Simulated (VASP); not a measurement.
# C (P-1) in VASP: a series of runs, part 2 of 2

VASP 6.6.1. The steps go on from the part before.

### Step 4. Single point, PBE+D3(BJ)

This run uses another cell than the first one, of 9.47 Å³/atom.

Contents of INCAR:

```
SYSTEM = C
  ALGO = Normal
  EDIFF = 1E-6
  ENCUT = 520
  GGA = PE
  ISIF = 2
  ISMEAR = 0
  IVDW = 12
  LASPH = .TRUE.
  LCHARG = .FALSE.
  LREAL = .FALSE.
  LWAVE = .FALSE.
  NBANDS = 31
  NELM = 80
  PREC = Accurate
  SIGMA = 0.05
```

Contents of KPOINTS:

```
k-points
0
G
  7 11 3
  0 0 0
```

Contents of POSCAR:

```
C
1.0
    0.0000000000      1.4231666446     -3.3613878322
   -2.4649969361      0.0000000000      0.0000000000
    3.4920789928     11.1997580298      0.5530329631
C
10
Direct
   -0.1666822710      0.7461143994      0.8090219290
    0.7104480200      0.6881279369      0.0622079555
    0.7411654473      0.4526245526      0.2489114489
   -0.2281171255      1.2171211682      0.4356149422
   -0.1973996983      0.9816177838      0.6223184356
    0.7202694072      0.2763686787      0.1244955379
   -0.2490131656      1.0408652943      0.3111990313
   -0.2182957383      0.8053619099      0.4979025246
   -0.1875783111      1.5698585255      0.6846060180
   -0.1568608838      1.3343551411      0.8713095114
```

Potentials or basis: VASP PAW PBE potentials, release 64 (C).

Started as:

```sh
> cat potpaw_PBE.64/C/POTCAR > POTCAR
> mpirun -np 1 vasp_std > vasp.out
```

OUTCAR:

```text
SYSTEM = C
   EDIFF = 1E-6
   ENCUT = 520
   GGA = PE
   ISIF = 2
   ISMEAR = 0
   IVDW = 12
   LASPH = .TRUE.
   LREAL = .FALSE.
   NELM = 80
   PREC = Accurate
 IVDW          = 12

 ion  position               nearest neighbor table
   1  0.833  0.746  0.809-  10 1.42  10 1.42   9 1.42
   2  0.710  0.688  0.062-   6 1.42   6 1.42  10 2.04
   3  0.741  0.453  0.249-   7 1.42   7 1.42   6 1.42
   4  0.772  0.217  0.436-   8 1.42   7 1.42   8 1.42
   5  0.803  0.982  0.622-   9 1.42   9 1.42   8 1.42
   6  0.720  0.276  0.124-   2 1.42   2 1.42   3 1.42
   7  0.751  0.041  0.311-   3 1.42   3 1.42   4 1.42
   8  0.782  0.805  0.498-   4 1.42   4 1.42   5 1.42
   9  0.812  0.570  0.685-   5 1.42   5 1.42   1 1.42
  10  0.843  0.334  0.871-   1 1.42   1 1.42   2 2.04

  LATTYP: Found a triclinic cell.
 ALAT       =     4.4046045625
 B/A-ratio  =     0.8287352075
 C/A-ratio  =     2.5498497044
 COS(alpha) =     0.0184366173
[... 207 lines left out ...]

 k-point     1 :       0.0000    0.0000    0.0000
  band No.  band energies     occupation
      1     -15.4896      2.00000
      2     -14.7756      2.00000
      3     -13.9140      2.00000
      4     -12.1223      2.00000
      5     -11.0592      2.00000
      6      -7.6447      2.00000
[... 805 lines left out ...]
     30      13.0416      0.00000
     31      13.8074      0.00000

 [... further k-points ...]

------------------------ aborting loop because EDIFF is reached ----------------------------------------

 Edisp (eV)   -1.49533

 E8    (eV) :    -0.4236

  FORCE on cell =-STRESS in cart. coord.  units (eV):
  Direction    XX          YY          ZZ          XY          YZ          ZX
  --------------------------------------------------------------------------------------
  -------------------------------------------------------------------------------------
  Total      -1.49528    -9.70557    -1.05543     2.56606    -2.57980     0.64525
  in kB     -25.28730  -164.13539   -17.84886    43.39575   -43.62824    10.91207
  external pressure =      -69.09 kB  Pullay stress =        0.00 kB

 VOLUME and BASIS-vectors are now :
 -----------------------------------------------------------------------------
  energy-cutoff  :      520.00
  volume of cell :       94.74
      direct lattice vectors                 reciprocal lattice vectors
     0.000000000  1.423166645 -3.361387832     0.000000000  0.014389239 -0.291403957
    -2.464996936  0.000000000  0.000000000    -0.405680017  0.123900513  0.052457820
     3.492078993 11.199758030  0.553032963     0.000000000  0.087459186  0.037029049

 POSITION                                       TOTAL-FORCE (eV/Angst)
 -----------------------------------------------------------------------------------
      0.98600     10.24680     -2.35369         0.145805      2.327842      0.129192
     -1.47900      1.70780     -2.35369         1.170974     -2.650192     -1.916815
     -0.24650      3.84255     -2.35369         0.122676      0.587633      0.314880
      0.98600      5.97730     -2.35369         0.015323      0.223378     -0.026048
     -0.24650      8.11205     -2.35369         0.014252      0.318952      0.010940
     -0.24650      2.41938     -2.35225        -0.145805     -2.327842     -0.129192
      0.98600      4.55413     -2.35225        -0.014252     -0.318952     -0.010940
     -0.24650      6.68888     -2.35225        -0.015323     -0.223378      0.026048
      0.98600      8.82363     -2.35225        -0.122676     -0.587633     -0.314880
      2.21850     10.95838     -2.35225        -1.170974      2.650192      1.916815
 -----------------------------------------------------------------------------------
    total drift:                               -0.000003      0.000000      0.000002

  FREE ENERGIE OF THE ION-ELECTRON SYSTEM (eV)
  ---------------------------------------------------
  free  energy   TOTEN  =       -90.7235274438 eV

  energy  without entropy=      -90.7235005961  energy(sigma->0) =      -90.72351402
```

It took 2.4 min on 1 thread of AMD EPYC 9R45 (Zen 5), shared host; peak memory 0.32 GiB.

Results:

- Free energy: -90.7235 eV
- Pressure: -6.9 GPa
- Largest force: 3.474 eV/Å
- Dispersion energy per atom: -0.150 eV

Forces in eV/Å, atoms in the order of the input:
```
C    0.146  2.328  0.129
C    1.171 -2.650 -1.917
C    0.123  0.588  0.315
C    0.015  0.223 -0.026
C    0.014  0.319  0.011
C   -0.146 -2.328 -0.129
C   -0.014 -0.319 -0.011
C   -0.015 -0.223  0.026
C   -0.123 -0.588 -0.315
C   -1.171  2.650  1.917
```

Stress tensor (GPa, compression positive):
```
 -2.53   4.34   1.09
  4.34 -16.41  -4.36
  1.09  -4.36  -1.78
```

Caveat: the cell stands under tension; forces of over 1 eV/Å act on the atoms, so gaps and moduli don't describe the material at rest.

### Step 5. Single point, PBE+D3(BJ)

This run uses another cell than the first one, of 9.47 Å³/atom.

Contents of INCAR:

```
ALGO     = Normal         # electronic algorithm
EDIFF    = 1E-7           # SCF threshold, eV
ENCUT    = 520            # plane-wave cutoff, eV
GGA      = PE             # functional
ISIF     = 2              # what is computed and relaxed
ISMEAR   = 0              # smearing method
IVDW     = 12             # dispersion correction
LASPH    = True           # aspherical terms in the spheres
LCHARG   = False          # write CHGCAR
LREAL    = False          # projectors in reciprocal space
LWAVE    = False          # write WAVECAR
NBANDS   = 31             # bands
NELM     = 60             # most SCF steps
PREC     = Accurate       # precision mode
SIGMA    = 0.05           # smearing width, eV
```

Contents of KPOINTS:

```
k-points
0
Gamma
  7 11 3
```

Contents of POSCAR:

```
C
1.0
    0.0000000000      1.4231666446     -3.3613878322
   -2.4649969361      0.0000000000      0.0000000000
    3.0812461702     10.9625635890      1.1132642684
C
10
Direct
   -0.0318452829      0.6112774112      0.8090219290
    0.7208160126      0.6777599444      0.0622079555
    0.7826506888      0.4111393111      0.2489114489
   -0.1555146351      1.1445186778      0.4356149422
   -0.0936799590      0.8778980445      0.6223184356
    0.7410186635      0.2556194223      0.1244955379
   -0.1971466604      0.9889987891      0.3111990313
   -0.1353119842      0.7223781558      0.4979025246
   -0.0734773081      1.4557575225      0.6846060180
   -0.0116426320      1.1891368892      0.8713095114
```

Potentials or basis: VASP PAW PBE potentials, release 64 (C).

Started as:

```sh
> cat potpaw_PBE.64/C/POTCAR > POTCAR
> mpirun -np 1 vasp_std > vasp.out
```

OUTCAR:

```text
EDIFF = 1E-7
   ENCUT = 520
   GGA = PE
   ISIF = 2
   ISMEAR = 0
   IVDW = 12
   LASPH = True
   LREAL = False
   NELM = 60
   PREC = Accurate
 IVDW          = 12

 ion  position               nearest neighbor table
   1  0.968  0.611  0.809-  10 1.42  10 1.42   9 1.42
   2  0.721  0.678  0.062-   6 1.42   6 1.42
   3  0.783  0.411  0.249-   7 1.42   7 1.42   6 1.42
   4  0.844  0.145  0.436-   8 1.42   8 1.42   7 1.42
   5  0.906  0.878  0.622-   9 1.42   9 1.42   8 1.42
   6  0.741  0.256  0.124-   2 1.42   2 1.42   3 1.42
   7  0.803  0.989  0.311-   3 1.42   3 1.42   4 1.42
   8  0.865  0.722  0.498-   4 1.42   4 1.42   5 1.42
   9  0.927  0.456  0.685-   5 1.42   5 1.42   1 1.42
  10  0.988  0.189  0.871-   1 1.42   1 1.42

  LATTYP: Found a triclinic cell.
 ALAT       =     2.4649969361
 B/A-ratio  =     1.7868600557
 C/A-ratio  =     4.2818438811
 COS(alpha) =     0.0011650584
 COS(beta)  =     0.0583860615
 COS(gamma) =     0.5596409169

  Lattice vectors:

 A1 = (   2.4649969361,   0.0000000000,   0.0000000000)
 A2 = (   2.4649969361,   1.4231666446,  -3.3613878322)
 A3 = (   0.6162492341,   9.5393969444,   4.4746521006)

Analysis of symmetry for initial positions (statically):
=====================================================================
 Subroutine PRICEL returns:
 Original cell was already a primitive cell.

 Routine SETGRP: Setting up the symmetry group for a
 triclinic supercell.

 Subroutine GETGRP returns: Found  2 space group operations
 (whereof  1 operations were pure point group operations)
 out of a pool of  2 trial point group operations.

The static configuration has the point symmetry C_1 .
 The point group associated with its full space group is S_2 .

Analysis of symmetry for dynamics (positions and initial velocities):
=====================================================================
 Subroutine PRICEL returns:
[... 152 lines left out ...]
   LHFCALC =     F    Hartree Fock is set to
   AEXX    =    0.0000 exact exchange contribution
   IVDW    =    12    specifies the selected vdW correction
   LEPSILON=     F    determine dielectric tensor
   LRPA    =     F    only Hartree local field effects (RPA)
 non-spin polarized calculation
 Gauss-broadening in eV      SIGMA  =   0.05
  energy-cutoff  :      520.00
  volume of cell :       94.74
 maximum number of plane-waves:      2585
   NGX = 13   NGY =  9   NGZ = 43

 number of electron      40.0000000 magnetization

 Free energy of the ion-electron system (eV)
  ---------------------------------------------------
  ext. energy  EPLUGINS =         0.00000000
  ---------------------------------------------------
  free energy    TOTEN  =       -87.92711466 eV

  energy without entropy =      -87.92672596  energy(sigma->0) =      -87.92692031

 E-fermi :   3.8497     XC(G=0): -10.0127

 val. band max:        3.8178361712   @ k =   0.1429   0.3636  -0.0000
 cond. band min:       3.8942489946   @ k =  -0.4286   0.3636   0.0000
 fundamental gap:      0.0764128234
 Fermi energy:         3.8497440088

 k-point     1 :       0.0000    0.0000    0.0000
  band No.  band energies     occupation
      1     -15.5286      2.00000
      2     -14.7813      2.00000
      3     -13.9157      2.00000
      4     -12.1053      2.00000
      5     -11.0608      2.00000
      6      -7.6500      2.00000
[... 805 lines left out ...]
     30      12.9616      0.00000
     31      13.6397      0.00000

 [... further k-points ...]

------------------------ aborting loop because EDIFF is reached ----------------------------------------

 Edisp (eV)   -1.50495

 E8    (eV) :    -0.4263

  FORCE on cell =-STRESS in cart. coord.  units (eV):
  Direction    XX          YY          ZZ          XY          YZ          ZX
  --------------------------------------------------------------------------------------
  -------------------------------------------------------------------------------------
  Total      -1.97626    -2.86020    -2.53474     5.22311    -2.08313     2.87868
  in kB     -33.42150   -48.37021   -42.86611    88.33042   -35.22876    48.68267
  external pressure =      -41.55 kB  Pullay stress =        0.00 kB

 VOLUME and BASIS-vectors are now :
 -----------------------------------------------------------------------------
  energy-cutoff  :      520.00
  volume of cell :       94.74
      direct lattice vectors                 reciprocal lattice vectors
     0.000000000  1.423166645 -3.361387832     0.000000000  0.028965770 -0.285232449
    -2.464996936  0.000000000  0.000000000    -0.405680017  0.109323982  0.046286312
     3.081246170 10.962563589  1.113264268     0.000000000  0.087459186  0.037029049

 POSITION                                       TOTAL-FORCE (eV/Angst)
 -----------------------------------------------------------------------------------
      0.98600     10.24680     -2.35369         0.318770      1.677332      0.107279
     -1.47900      1.70780     -2.35369         2.583012     -0.715496     -2.616347
     -0.24650      3.84255     -2.35369         0.285789      0.572820      0.574712
      0.98600      5.97730     -2.35369         0.031240      0.170114     -0.062639
     -0.24650      8.11205     -2.35369         0.027555      0.215009      0.022229
     -0.24650      2.41938     -2.35225        -0.318770     -1.677332     -0.107279
     -1.47900      4.55413     -2.35225        -0.027555     -0.215009     -0.022229
     -0.24650      6.68888     -2.35225        -0.031240     -0.170114      0.062639
      0.98600      8.82363     -2.35225        -0.285789     -0.572820     -0.574712
      2.21850     10.95838     -2.35225        -2.583012      0.715496      2.616347
 -----------------------------------------------------------------------------------
    total drift:                                0.000005     -0.000002     -0.000007

  FREE ENERGIE OF THE ION-ELECTRON SYSTEM (eV)
  ---------------------------------------------------
  free  energy   TOTEN  =       -89.4320622327 eV

  energy  without entropy=      -89.4316735338  energy(sigma->0) =      -89.43186788
```

stdout:

```text
POSCAR found type information on POSCAR C
 POSCAR found :  1 types and      10 ions
 scaLAPACK will be used
 LDA part: xc-table for (Slater+PW92), standard interpolation
 POSCAR, INCAR and KPOINTS ok, starting setup
 FFT: planning ... GRIDC
 FFT: planning ... GRID_SOFT
 FFT: planning ... GRID
 WAVECAR not read
 entering main loop
```

It took 2.3 min on 1 thread of AMD EPYC 9R45 (Zen 5), shared host; peak memory 0.32 GiB.

Results:

* Free energy: -89.4321 eV
* Pressure: -4.2 GPa
* Largest force: 3.746 eV/Å
* Dispersion energy per atom: -0.150 eV

Forces in eV/Å, atoms in the order of the input:
```
C    0.319  1.677  0.107
C    2.583 -0.715 -2.616
C    0.286  0.573  0.575
C    0.031  0.170 -0.063
C    0.028  0.215  0.022
C   -0.319 -1.677 -0.107
C   -0.028 -0.215 -0.022
C   -0.031 -0.170  0.063
C   -0.286 -0.573 -0.575
C   -2.583  0.715  2.616
```

Stress tensor (GPa, compression positive):
```
-3.34  8.83  4.87
 8.83 -4.84 -3.52
 4.87 -3.52 -4.29
```

Caveat: the cell stands under tension; forces of over 1 eV/Å act on the atoms, so gaps and moduli don't describe the material at rest.

### Step 6. The runs side by side

| cell | pressure (GPa) | largest force (eV/Å) |
| --- | --- | --- |
| a = 3.650, b = 2.465, c = 10.002 Å, angles 103.1, 78.3, 90.0°, 10 atoms | 3.5 | 1.92 |
| a = 3.650, b = 2.465, c = 11.305 Å, angles 104.7, 74.9, 90.0°, 10 atoms | -2.5 | 3.01 |
| a = 3.650, b = 2.465, c = 11.745 Å, angles 107.3, 70.8, 90.0°, 10 atoms | -6.9 | 3.47 |
| a = 3.650, b = 2.465, c = 11.442 Å, angles 105.6, 73.5, 90.0°, 10 atoms | -4.2 | 3.75 |

Alike in all rows: task single point; level PBE+D3(BJ); potentials or basis VASP PAW PBE potentials, release 64 (C); no spin polarisation; k mesh 7 × 11 × 3; cutoff (eV) 520; smearing gaussian 0.05 eV.

Caveats: forces of over 1 eV/Å act on the atoms, so gaps and moduli don't describe the material at rest; the cell stands under tension (at least some runs); the cell stands under pressure (at least some runs).

Absolute energies hang on the potentials; compare differences alone.
